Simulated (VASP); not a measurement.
# MnPt (P4/mmm) in VASP: single point with LDA+U

Aim: the single point of MnPt with LDA+U.

Everything below comes from runs of VASP 6.6.1. Logs are shortened: lines on timing, memory, paths and dates and some standing lists are left out, and cuts for length are marked.

### 1 The cell of the first run

Symmetry: P4/mmm, No. 123, tetragonal system. The conventional cell has a = 2.726 Å, b = 2.726 Å, c = 3.712 Å, α = 90.00°, β = 90.00°, γ = 90.00°. Mn (site symmetry 4/mmm) has 8 Pt at 2.68 Å and 4 Mn at 2.73 Å within 3.5 Å. Within 3.5 Å of Pt (site symmetry 4/mmm) lie 8 Mn at 2.68 Å and 4 Pt at 2.73 Å.

### 2 Single point, LDA+U, collinear spin, ferromagnetic start

File INCAR:

```
  ALGO = Normal
  EDIFF = 1E-6
  ENCUT = 600
  GGA_COMPAT = F
  ISIF = 2
  ISMEAR = -1
  ISPIN = 2
  LASPH = T
  LCHARG = F
  LDAU = T
  LDAUJ = 0 0
  LDAUL = 2 -1
  LDAUPRINT = 1
  LDAUTYPE = 2
  LDAUU = 4.6 0
  LMAXMIX = 4
  LORBIT = 11
  LREAL = F
  LWAVE = F
  MAGMOM = 4.5 4.5 0 0
  NBANDS = 45
  NELM = 200
  PREC = Accurate
  SIGMA = 0.1
```

File KPOINTS:

```
k-points
0
Gamma
  8 8 8
```

File POSCAR:

```
MnPt
1.0
   -2.7258966400     -2.7258966400      0.0000000000
   -2.7258966400      2.7258966400      0.0000000000
    0.0000000000      0.0000000000     -3.7120000000
Mn Pt
2 2
Direct
    0.0000000000      0.0000000000      0.0000000000
    0.5000000000      0.5000000000      0.0000000000
    0.0000000000      0.5000000000      0.5000000000
    0.5000000000      0.0000000000      0.5000000000
```

Potentials or basis: VASP PAW LDA potentials, release 64 (Mn_sv, Pt_sv_GW).

Started as:

```
cat potpaw_LDA.64/Mn_sv/POTCAR potpaw_LDA.64/Pt_sv_GW/POTCAR > POTCAR
mpirun -np 1 vasp_std > vasp.out
```

OUTCAR:

```text
EDIFF = 1E-6
   ENCUT = 600
   ISIF = 2
   ISMEAR = -1
   ISPIN = 2
   LASPH = T
   LORBIT = 11
   LREAL = F
   NELM = 200
   PREC = Accurate

 ion  position               nearest neighbor table
   1  0.000  0.000  0.000-   3 2.68   4 2.68   3 2.68   4 2.68   3 2.68   3 2.68   4 2.68   4 2.68
                             2 2.73   2 2.73   2 2.73   2 2.73
   2  0.500  0.500  0.000-   3 2.68   4 2.68   3 2.68   4 2.68   4 2.68   4 2.68   3 2.68   3 2.68
                             1 2.73   1 2.73   1 2.73   1 2.73
   3  0.000  0.500  0.500-   1 2.68   2 2.68   1 2.68   2 2.68   1 2.68   1 2.68   2 2.68   2 2.68
                             4 2.73   4 2.73   4 2.73   4 2.73
   4  0.500  0.000  0.500-   1 2.68   2 2.68   1 2.68   2 2.68   2 2.68   2 2.68   1 2.68   1 2.68
                             3 2.73   3 2.73   3 2.73   3 2.73
[... 7 lines left out ...]
 A1 = (  -2.7258966400,  -2.7258966400,   0.0000000000)
 A2 = (  -2.7258966400,   2.7258966400,   0.0000000000)
 A3 = (   0.0000000000,   0.0000000000,  -3.7120000000)

Analysis of symmetry for initial positions (statically):
=====================================================================
 Subroutine PRICEL returns following result:

  LATTYP: Found a simple tetragonal cell.
 ALAT       =     2.7258966400
 C/A-ratio  =     1.3617537604
[... 12 lines left out ...]
 Subroutine GETGRP returns: Found 16 space group operations
 (whereof 16 operations were pure point group operations)
 out of a pool of 16 trial point group operations.

The static configuration has the point symmetry D_4h.

Analysis of symmetry for dynamics (positions and initial velocities):
=====================================================================
 Subroutine PRICEL returns following result:

  LATTYP: Found a simple tetragonal cell.
 ALAT       =     2.7258966400
 C/A-ratio  =     1.3617537604
[... 12 lines left out ...]
 Subroutine GETGRP returns: Found 16 space group operations
 (whereof 16 operations were pure point group operations)
 out of a pool of 16 trial point group operations.

The dynamic configuration has the point symmetry D_4h.

[... 225 lines left out ...]
  o =  0.0844  v =  0.0000  0.0000  0.0000  0.0000  0.0000 -0.0000  0.9809  0.0000 -0.1943 -0.0000      0.0000  0.0000  0.0000  0.0000  0.0000  0.0000  0.0000  0.0000  0.0000  0.0000
  o =  0.0844  v =  0.0000  0.0000  0.0000  0.0000  0.0000  0.0000  0.1943  0.0000  0.9809 -0.0000      0.0000  0.0000  0.0000  0.0000  0.0000  0.0000  0.0000  0.0000  0.0000  0.0000
  o =  0.8684  v =  0.0000  1.0000  0.0000 -0.0027 -0.0000  0.0000  0.0000  0.0000  0.0000  0.0000      0.0000  0.0000  0.0000  0.0000  0.0000  0.0000  0.0000  0.0000  0.0000  0.0000
  o =  0.8684  v =  0.0000 -0.0027  0.0000 -1.0000 -0.0000  0.0000  0.0000  0.0000  0.0000  0.0000      0.0000  0.0000  0.0000  0.0000  0.0000  0.0000  0.0000  0.0000  0.0000  0.0000
  o =  0.8838  v =  1.0000  0.0000  0.0000  0.0000  0.0000  0.0000  0.0000  0.0000  0.0000  0.0000      0.0000  0.0000  0.0000  0.0000  0.0000  0.0000  0.0000  0.0000  0.0000  0.0000
  o =  0.8897  v =  0.0000  0.0000  0.0000 -0.0000  1.0000  0.0000  0.0000  0.0000  0.0000  0.0000      0.0000  0.0000  0.0000  0.0000  0.0000  0.0000  0.0000  0.0000  0.0000  0.0000
  o =  0.9007  v =  0.0000  0.0000 -1.0000 -0.0000  0.0000  0.0000  0.0000  0.0000  0.0000  0.0000      0.0000  0.0000  0.0000  0.0000  0.0000  0.0000  0.0000  0.0000  0.0000  0.0000

 number of electron      65.9999982 magnetization       9.0327400

 Free energy of the ion-electron system (eV)
  ---------------------------------------------------
  ext. energy  EPLUGINS =         0.00000000
  ---------------------------------------------------
  free energy    TOTEN  =       -30.06057051 eV

  energy without entropy =      -30.00634734  energy(sigma->0) =      -30.03345893

 E-fermi :  11.4792     XC(G=0): -13.9190

 val. band max:       11.4753034840   @ k =   0.2500   0.1250   0.3750
 cond. band min:      11.4809796844   @ k =   0.2500   0.0000   0.3750
 fundamental gap:      0.0056762004
 Fermi energy:        11.4791806548

 spin component 1

 k-point     1 :       0.0000    0.0000    0.0000
  band No.  band energies     occupation
      1     -86.8089      1.00000
      2     -86.7798      1.00000
      3     -68.9208      1.00000
      4     -68.8881      1.00000
      5     -41.3735      1.00000
      6     -41.3735      1.00000
[... 2297 lines left out ...]
     44      23.4893      0.00000
     45      25.2171      0.00000

 [... further k-points ...]
[... 5 lines left out ...]
  --------------------------------------------------------------------------------------
  -------------------------------------------------------------------------------------
  Total        6.5400406      6.5400406      1.8055960      0.0000000      0.0000000      0.0000000
  in kB      189.9478117    189.9478117     52.4414182      0.0000000      0.0000000      0.0000000
  external PRESSURE =     144.1123472 kB  Pullay stress =       0.0000000 kB

 VOLUME and BASIS-vectors are now :
 -----------------------------------------------------------------------------
  energy-cutoff  :      600.00
  volume of cell :       55.16
      direct lattice vectors                 reciprocal lattice vectors
    -2.725896640 -2.725896640  0.000000000    -0.183425884 -0.183425884  0.000000000
    -2.725896640  2.725896640  0.000000000    -0.183425884  0.183425884  0.000000000
     0.000000000  0.000000000 -3.712000000     0.000000000  0.000000000 -0.269396552

 POSITION                                       TOTAL-FORCE (eV/Angst)
 -----------------------------------------------------------------------------------
      0.00000      0.00000      0.00000        -0.000000      0.000000      0.000000
     -2.72590      0.00000      0.00000         0.000000      0.000000     -0.000000
     -1.36295      1.36295     -1.85600        -0.000000     -0.000000     -0.000000
     -1.36295     -1.36295     -1.85600         0.000000     -0.000000      0.000000
 -----------------------------------------------------------------------------------
    total drift:                                0.000000     -0.000000      0.000000

  FREE ENERGIE OF THE ION-ELECTRON SYSTEM (eV)
  ---------------------------------------------------
  free  energy   TOTEN  =       -30.0605705148 eV

  energy  without entropy=      -30.0063473353  energy(sigma->0) =      -30.03345893

 total charge

# of ion       s       p       d       f       tot
--------------------------------------------------
    1        2.199   6.050   4.697   0.000  12.947
    2        2.199   6.050   4.697   0.000  12.947
    3        4.567   6.100   7.943   0.016  18.626
    4        4.567   6.100   7.943   0.016  18.626
--------------------------------------------------
tot         13.533  24.301  25.279   0.033  63.146

 magnetization (x)

# of ion       s       p       d       f       tot
--------------------------------------------------
    1        0.012   0.012   4.083   0.000   4.107
    2        0.012   0.012   4.083   0.000   4.107
    3       -0.161  -0.008   0.267   0.003   0.102
    4       -0.161  -0.008   0.267   0.003   0.102
--------------------------------------------------
tot         -0.297   0.009   8.699   0.007   8.418
```

OSZICAR:

```text
N       E                     dE             d eps       ncg     rms          rms(c)
DAV:   1     0.154283260921E+04    0.15428E+04   -0.40695E+04 14272   0.289E+03
DAV:   2     0.117316478381E+03   -0.14255E+04   -0.13799E+04 14188   0.814E+02
DAV:   3    -0.192237005456E+02   -0.13654E+03   -0.12629E+03 18031   0.290E+02
DAV:   4    -0.304456640811E+02   -0.11222E+02   -0.10973E+02 23192   0.773E+01
DAV:   5    -0.311384044801E+02   -0.69274E+00   -0.68789E+00 21523   0.175E+01    0.107E+02
DAV:   6    -0.297954122160E+02    0.13430E+01   -0.17877E+01 16656   0.297E+01    0.517E+01
DAV:   7    -0.301534801598E+02   -0.35807E+00   -0.80543E+00 19610   0.388E+01    0.367E+01
DAV:   8    -0.299624980218E+02    0.19098E+00   -0.30877E+00 18819   0.294E+01    0.198E+01
DAV:   9    -0.300670219118E+02   -0.10452E+00   -0.24451E-01 18776   0.432E+00    0.697E+00
DAV:  10    -0.300624197230E+02    0.46022E-02   -0.34849E-02 20643   0.278E+00    0.207E+00
DAV:  11    -0.300606370009E+02    0.17827E-02   -0.90874E-03 19093   0.851E-01    0.107E+00
DAV:  12    -0.300606261742E+02    0.10827E-04   -0.20957E-03 17799   0.476E-01    0.455E-01
DAV:  13    -0.300605698725E+02    0.56302E-04   -0.57341E-04 20201   0.228E-01    0.107E-01
DAV:  14    -0.300605704203E+02   -0.54780E-06   -0.82639E-05 18194   0.688E-02    0.725E-02
DAV:  15    -0.300605705148E+02   -0.94513E-07   -0.75597E-06 18033   0.268E-02
   1 F= -.30060571E+02 E0= -.30033459E+02  d E =-.542232E-01  mag=     9.0314
```

stdout:

```text
POSCAR found type information on POSCAR MnPt
 POSCAR found :  2 types and       4 ions
 scaLAPACK will be used
 LDA part: xc-table for (Slater(with rela. corr.)+CA(PZ))
 , standard interpolation
 POSCAR, INCAR and KPOINTS ok, starting setup
 FFT: planning ... GRIDC
 FFT: planning ... GRID_SOFT
 FFT: planning ... GRID
 WAVECAR not read
 entering main loop
```

It used 350 s of CPU time on 1 thread of Intel(R) Xeon(R) Platinum 8488C (Sapphire Rapids) (shared host).

Results:

| Quantity | Value |
| --- | --- |
| Free energy | -30.0606 eV |
| Pressure | 14.4 GPa |
| Net moment | 9.03 μB per cell |
| Site moments | Mn +4.11; Pt +0.10 μB |
| Valence electrons inside the program's atomic spheres | Mn 12.95; Pt 18.63 |

Stress tensor (GPa, compression positive):
```
18.99  0.00  0.00
 0.00 18.99  0.00
 0.00  0.00  5.24
```

Levels at points of the mesh, in eV from the Fermi level:
Spin up:
```
           k point  band 34  band 35  band 36  band 37  band 38  band 39  band 40  band 41  band 42  band 43
(0.00, 0.00, 0.00)    -0.77    -0.77    -0.56     0.64     1.13     1.13     1.96     7.28     9.68    10.55
(0.50, 0.00, 0.00)    -2.51    -2.19    -2.19    -0.96    -0.96     6.73     6.73     7.81     7.81     8.21
(0.50, 0.50, 0.00)    -2.66    -1.70    -1.70    -0.69    -0.69     2.00     2.00    10.08    10.08    10.20
(0.00, 0.00, 0.50)    -2.25    -2.25    -1.90    -0.76     0.65     6.58     6.58     7.67     7.83     8.09
(0.50, 0.00, 0.50)    -2.62    -2.61    -2.61     0.16     0.16     1.22     1.22    10.64    10.64    10.74
(0.50, 0.50, 0.50)    -1.21    -0.85    -0.85    -0.72    -0.72    -0.70    -0.70     4.52     4.52     6.83
```
Spin down:
```tsv
k point	band 26	band 27	band 28	band 29	band 30	band 31
(0.00, 0.00, 0.00)	-0.74	0.82	1.39	1.75	1.75	2.32
(0.50, 0.00, 0.00)	-3.65	-2.57	-2.57	2.09	2.09	2.18
(0.50, 0.50, 0.00)	-2.53	-1.55	-1.55	0.50	0.50	1.07
(0.00, 0.00, 0.50)	-1.72	-1.01	-0.64	0.07	0.07	0.66
(0.50, 0.00, 0.50)	-3.04	-2.42	-2.42	-1.02	-1.02	2.44
(0.50, 0.50, 0.50)	-2.19	-0.54	-0.54	-0.36	-0.36	1.69
```

Eigenvalues of the final occupation matrices:
| site | spin | trace | eigenvalues |
| --- | --- | --- | --- |
| site 1 d | 1 | 4.41 | 0.87 0.87 0.88 0.89 0.90 |
| site 1 d | 2 | 0.31 | 0.03 0.03 0.08 0.08 0.08 |
| site 2 d | 1 | 4.41 | 0.87 0.87 0.88 0.89 0.90 |
| site 2 d | 2 | 0.31 | 0.03 0.03 0.08 0.08 0.08 |

Caveat: the cell stands under pressure; spin-orbit coupling is left out, which moves the levels of the heavy elements; the U is typed as a test and isn't derived for this compound. The state reached can hang on the start; a lower one may exist.
